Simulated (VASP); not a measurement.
# Al3N in VASP: single point with PBEsol

Aim: the single point of Al3N with PBEsol.

All numbers are computed with VASP 6.6.1; they aren't measurements. Logs are shortened: lines on timing, memory, paths and dates and some standing lists are left out, and cuts for length are marked.

## (1) The cell of the first run

The cell holds a slab with vacuum, 4 atoms: a = 2.839 Å, b = 2.839 Å, c = 19.641 Å, α = 90.00°, β = 90.00°, γ = 90.00°.

## (2) Single point, PBEsol

Input file INCAR:

```
PREC     = Accurate       # precision mode
ENCUT    = 520            # plane-wave cutoff, eV
EDIFF    = 1E-7           # SCF threshold, eV
ISMEAR   = 0              # smearing method
SIGMA    = 0.1            # smearing width, eV
LREAL    = F              # projectors in reciprocal space
LASPH    = T              # aspherical terms in the spheres
NELM     = 60             # most SCF steps
ALGO     = Normal         # electronic algorithm
ISIF     = 2              # what is computed and relaxed
LWAVE    = F              # write WAVECAR
LCHARG   = F              # write CHGCAR
LDIPOL   = T            
IDIPOL   = 3            
DIPOL    = 0.5 0.5 0.348
GGA      = PS             # functional
NBANDS   = 15             # bands
```

Input file KPOINTS:

```
regular mesh
0
Gamma
  9 9 1
```

Input file POSCAR:

```
Al3N
1.0
    2.8394270062      0.0000000000      0.0000000000
    0.0000000000      2.8394270062      0.0000000000
    0.0000000000      0.0000000000     19.6413451746
Al N
3 1
Direct
    0.5000000000      0.5000000000      0.2036520393
    0.0000000000      0.0000000000      0.3090064780
    0.5000000000      0.5000000000      0.4145003869
    0.5000000000      1.0000000000      0.4656814886
```

Potentials or basis: VASP PAW PBE potentials, release 64 (Al, N).

Started as:

```sh
$ cat potpaw_PBE.64/Al/POTCAR potpaw_PBE.64/N/POTCAR > POTCAR
$ mpirun -np 1 vasp_std > vasp.out
```

OUTCAR:

```text
PREC = Accurate
   ENCUT = 520
   EDIFF = 1E-7
   ISMEAR = 0
   LREAL = F
   LASPH = T
   NELM = 60
   ISIF = 2
   GGA = PS

 ion  position               nearest neighbor table
   1  0.500  0.500  0.204-   2 2.88   2 2.88   2 2.88   2 2.88
   2  0.000  0.000  0.309-   1 2.88   1 2.88   1 2.88   1 2.88   3 2.89   3 2.89   3 2.89   3 2.89

   3  0.500  0.500  0.415-   4 1.74   4 1.74   2 2.89   2 2.89   2 2.89   2 2.89
   4  0.500  0.000  0.466-   3 1.74   3 1.74

  LATTYP: Found a simple tetragonal cell.
 ALAT       =     2.8394270062
 C/A-ratio  =     6.9173622466

  Lattice vectors:

 A1 = (   2.8394270062,   0.0000000000,   0.0000000000)
 A2 = (   0.0000000000,   2.8394270062,   0.0000000000)
 A3 = (   0.0000000000,   0.0000000000,  19.6413451746)

Analysis of symmetry for initial positions (statically):
=====================================================================
 Subroutine PRICEL returns:
 Original cell was already a primitive cell.

 Routine SETGRP: Setting up the symmetry group for a
 simple tetragonal supercell.

 Subroutine GETGRP returns: Found  4 space group operations
 (whereof  4 operations were pure point group operations)
 out of a pool of 16 trial point group operations.

The static configuration has the point symmetry C_2v.

Analysis of symmetry for dynamics (positions and initial velocities):
=====================================================================
 Subroutine PRICEL returns:
 Original cell was already a primitive cell.

 Routine SETGRP: Setting up the symmetry group for a
 simple tetragonal supercell.

 Subroutine GETGRP returns: Found  4 space group operations
 (whereof  4 operations were pure point group operations)
 out of a pool of 16 trial point group operations.

The dynamic configuration has the point symmetry C_2v.

 Subroutine INISYM returns: Found  4 space group operations
 (whereof  4 operations are pure point group operations),
 and found     1 'primitive' translations

----------------------------------------------------------------------------------------

                                     Primitive cell

  volume of cell :     158.3553

  direct lattice vectors                    reciprocal lattice vectors
     2.839427006  0.000000000  0.000000000     0.352183732  0.000000000  0.000000000
     0.000000000  2.839427006  0.000000000     0.000000000  0.352183732  0.000000000
     0.000000000  0.000000000 19.641345175     0.000000000  0.000000000  0.050913010

  length of vectors
     2.839427006  2.839427006 19.641345175     0.352183732  0.352183732  0.050913010

  position of ions in fractional coordinates (direct lattice)
     0.500000000  0.500000000  0.203652039
     0.000000000  0.000000000  0.309006478
     0.500000000  0.500000000  0.414500387
     0.500000000  0.000000000  0.465681489

  ion indices of the primitive-cell ions
   primitive index   ion index
                 1           1
                 2           2
                 3           3
                 4           4

----------------------------------------------------------------------------------------

 KPOINTS: regular mesh

Automatic generation of k-mesh.
 Grid dimensions read from file:
 generate k-points for:    9    9    1

 Generating k-lattice:

  Cartesian coordinates                     Fractional coordinates (reciprocal lattice)
     0.039131526  0.000000000  0.000000000     0.111111111  0.000000000  0.000000000
     0.000000000  0.039131526  0.000000000     0.000000000  0.111111111  0.000000000
     0.000000000  0.000000000  0.050913010     0.000000000  0.000000000  1.000000000

  Length of vectors
     0.039131526  0.039131526  0.050913010

  Shift w.r.t. Gamma in fractional coordinates (k-lattice)
     0.000000000  0.000000000  0.000000000

 Subroutine IBZKPT returns following result:
 ===========================================

 Found     25 irreducible k-points:

 Following reciprocal coordinates:
            Coordinates               Weight
  0.000000  0.000000  0.000000      1.000000
  0.111111  0.000000  0.000000      2.000000
  0.000000  0.111111  0.000000      2.000000
  0.222222  0.000000  0.000000      2.000000
  0.000000  0.222222  0.000000      2.000000
  0.333333  0.000000  0.000000      2.000000
[... 16 lines left out ...]
  0.444444  0.333333  0.000000      4.000000
 -0.333333  0.444444  0.000000      4.000000
   k-points           NKPTS =     25   k-points in BZ     NKDIM =     25   number of bands    NBANDS=     15
   number of dos      NEDOS =    301   number of ions     NIONS =      4
   total plane-waves  NPLWV =  86400
   dimension x,y,z NGX =    24 NGY =   24 NGZ =  150
   dimension x,y,z NGXF=    48 NGYF=   48 NGZF=  300
   ions per type =               3   1
   NGX,Y,Z   is equivalent  to a cutoff of  14.05, 14.05, 12.70 a.u.
   NGXF,Y,Z  is equivalent  to a cutoff of  28.10, 28.10, 25.39 a.u.
 SYSTEM =  unknown system
   PREC   = accura    normal or accurate (medium, high low for compatibility)
   ISTART =      0    job   : 0-new  1-cont  2-samecut
   ICHARG =      2    charge: 1-file 2-atom 10-const
   ISPIN  =      1    spin polarized calculation?
   LNONCOLLINEAR =      F non collinear calculations
   LSORBIT =      F    spin-orbit coupling
   LASPH  =      T    aspherical Exc in radial PAW
   ENCUT  =  520.0 eV  38.22 Ry    6.18 a.u.   5.28  5.28 36.52*2*pi/ulx,y,z
   NELM   =     60;   NELMIN=  2; NELMDL= -5     # of ELM steps
   EDIFF  = 0.1E-06   stopping-criterion for ELM
   LREAL  =      F    real-space projection
   EDIFFG = 0.1E-05   stopping-criterion for IOM
   NSW    =      0    number of steps for IOM
   IBRION =     -1    ionic relax: 0-MD 1-quasi-New 2-CG
   NFREE  =      0    steps in history (QN), initial steepest desc. (CG)
   ISIF   =      2    stress and relaxation
   ISYM   =      2    0-nonsym 1-usesym 2-fastsym
   POTIM  = 0.5000    time-step for ionic-motion
   TEBEG  =    0.0;   TEEND  =   0.0 temperature during run
   PSTRESS=    0.0 pullay stress
   NELECT =      14.0000    total number of electrons
   NUPDOWN=      -1.0000    fix difference up-down
   EMIN   =  10.00;   EMAX   =-10.00  energy-range for DOS
   EFERMI =   0.00;   METHOD = LEGACY
   ISMEAR =     0;   SIGMA  =   0.10  broadening in eV -4-tet -1-fermi 0-gaus
   EFERMI_NEDOS =   21; number of points for ismear=-14 and -15
   IALGO  =     38    algorithm
   IMIX   =      4    mixing-type and parameters
     AMIX     =   0.40;   BMIX     =  1.00
     AMIX_MAG =   1.60;   BMIX_MAG =  1.00
  volume/ion in A,a.u.               =      39.59       267.16
  Fermi-wavevector in a.u.,A,eV,Ry     =   0.729301  1.378178  7.236660  0.531880
  Thomas-Fermi vector in A             =   1.820989
   LORBIT       =      0    0 simple, 1 ext, 2 COOP (PROOUT), +10 PAW based schemes
   GGA     = PS    functional components
   LHFCALC =     F    Hartree Fock is set to
   AEXX    =    0.0000 exact exchange contribution
   IVDW    =     0    specifies the selected vdW correction
   LEPSILON=     F    determine dielectric tensor
   LRPA    =     F    only Hartree local field effects (RPA)
 non-spin polarized calculation
 Gauss-broadening in eV      SIGMA  =   0.10
  energy-cutoff  :      520.00
  volume of cell :      158.36
 maximum number of plane-waves:      4292
 NGX is ok and might be reduce to    24
   NGX = 11   NGY = 11   NGZ = 73

 dipolmoment           0.000000      0.000000     -0.002834 electrons x Angstroem

 number of electron      14.0000000 magnetization

 dipolmoment           0.000000      0.000000      0.160870 electrons x Angstroem

 Free energy of the ion-electron system (eV)
  ---------------------------------------------------
  ext. energy  EPLUGINS =         0.00000000
  ---------------------------------------------------
  free energy    TOTEN  =       -18.48510804 eV

  energy without entropy =      -18.46998432  energy(sigma->0) =      -18.47754618

 E-fermi :  -1.5460     XC(G=0):  -4.5433

 val. band max:       -1.5726638888   @ k =   0.0000   0.3333   0.0000
 cond. band min:      -1.5418194414   @ k =   0.4444   0.4444   0.0000
 fundamental gap:      0.0308444474
 Fermi energy:        -1.5460217498

 k-point     1 :       0.0000    0.0000    0.0000
  band No.  band energies     occupation
      1     -15.8448      2.00000
      2     -11.5125      2.00000
      3      -8.7194      2.00000
      4      -5.1757      2.00000
      5      -2.5901      2.00000
      6      -2.4276      2.00000
      7      -1.0103      0.00000
      8       0.5131      0.00000
      9       2.6022      0.00000
     10       3.9086      0.00000
     11       5.0210      0.00000
     12       5.2338      0.00000
     13       5.2450      0.00000
     14       5.5975      0.00000
     15       6.3407      0.00000

 k-point     2 :       0.1111    0.0000    0.0000
  band No.  band energies     occupation
      1     -15.7373      2.00000
      2     -11.2939      2.00000
      3      -8.5175      2.00000
      4      -4.9959      2.00000
      5      -2.5359      2.00000
      6      -2.3801      2.00000
      7      -1.7603      1.99756
      8       0.8361      0.00000
      9       2.1658      0.00000
     10       2.9694      0.00000
     11       4.1073      0.00000
     12       5.0277      0.00000
     13       5.4249      0.00000
     14       5.8052      0.00000
     15       6.5116      0.00000
[... 365 lines left out ...]
      3      -4.8823      2.00000
      4      -4.6317      2.00000
      5      -4.0530      2.00000
      6      -3.2967      2.00000
      7      -2.0648      2.00000
      8      -1.0353      0.00000
      9      -0.0417      0.00000
     10       1.0091      0.00000
     11       1.6622      0.00000
     12       2.2060      0.00000
     13       2.4347      0.00000
     14       3.7687      0.00000
     15       5.1985      0.00000

 k-point    24 :      -0.3333    0.4444    0.0000
  band No.  band energies     occupation
      1     -14.0373      2.00000
      2      -6.3472      2.00000
      3      -5.6024      2.00000
      4      -4.2497      2.00000
      5      -3.7358      2.00000
      6      -2.9876      2.00000
      7      -2.2316      2.00000
      8      -0.8823      0.00000
      9      -0.0718      0.00000
     10       0.5718      0.00000
     11       1.7086      0.00000
     12       2.3819      0.00000
     13       2.6894      0.00000
     14       3.9381      0.00000
     15       4.4992      0.00000

 [... further k-points ...]

------------------------ aborting loop because EDIFF is reached ----------------------------------------

 vacuum level on the upper side and lower side of the slab       (xc-potential included)         1.732        -1.852

  FORCE on cell =-STRESS in cart. coord.  units (eV):
  Direction    XX          YY          ZZ          XY          YZ          ZX
  --------------------------------------------------------------------------------------
  -------------------------------------------------------------------------------------
  Total       -1.0218618      5.6842320      0.6834997      0.0000000      0.0000000      0.0000000
  in kB      -10.3387995     57.5108430      6.9153830      0.0000000      0.0000000      0.0000000
  external PRESSURE =      18.0291422 kB  Pullay stress =       0.0000000 kB

 VOLUME and BASIS-vectors are now :
 -----------------------------------------------------------------------------
  energy-cutoff  :      520.00
  volume of cell :      158.36
      direct lattice vectors                 reciprocal lattice vectors
     2.839427006  0.000000000  0.000000000     0.352183732  0.000000000  0.000000000
     0.000000000  2.839427006  0.000000000     0.000000000  0.352183732  0.000000000
     0.000000000  0.000000000 19.641345175     0.000000000  0.000000000  0.050913010

 POSITION                                       TOTAL-FORCE (eV/Angst)
 -----------------------------------------------------------------------------------
      1.41971      1.41971      4.00000         0.000000      0.000000     -0.097928
      0.00000      0.00000      6.06930         0.000000      0.000000     -0.107036
      1.41971      1.41971      8.14135         0.000000      0.000000      0.149690
      1.41971      0.00000      9.14661         0.000000      0.000000      0.055275
 -----------------------------------------------------------------------------------
    total drift:                                0.000000      0.000000     -0.000106

  FREE ENERGIE OF THE ION-ELECTRON SYSTEM (eV)
  ---------------------------------------------------
  free  energy   TOTEN  =       -18.4851080438 eV

  energy  without entropy=      -18.4699843219  energy(sigma->0) =      -18.47754618

 vacuum level on the upper side and lower side of the slab         6.393         2.763
```

Run time: 81 s. Hardware: 1 thread of Intel Xeon Platinum 8488C (Sapphire Rapids), shared host; peak memory 0.29 GiB.

What came out:

* Free energy: -18.4851 eV
* Largest force: 0.150 eV/Å
* Band gap on the k mesh: zero (bands 7 and 8 overlap by 1.35 eV)

Forces in eV/Å, atoms in the order of the input:
```
Al   0.000  0.000 -0.098
Al   0.000  0.000 -0.107
Al   0.000  0.000  0.150
N    0.000  0.000  0.055
```

Caveat: the PAW data sets were made with another functional, which shifts forces and pressure a little.
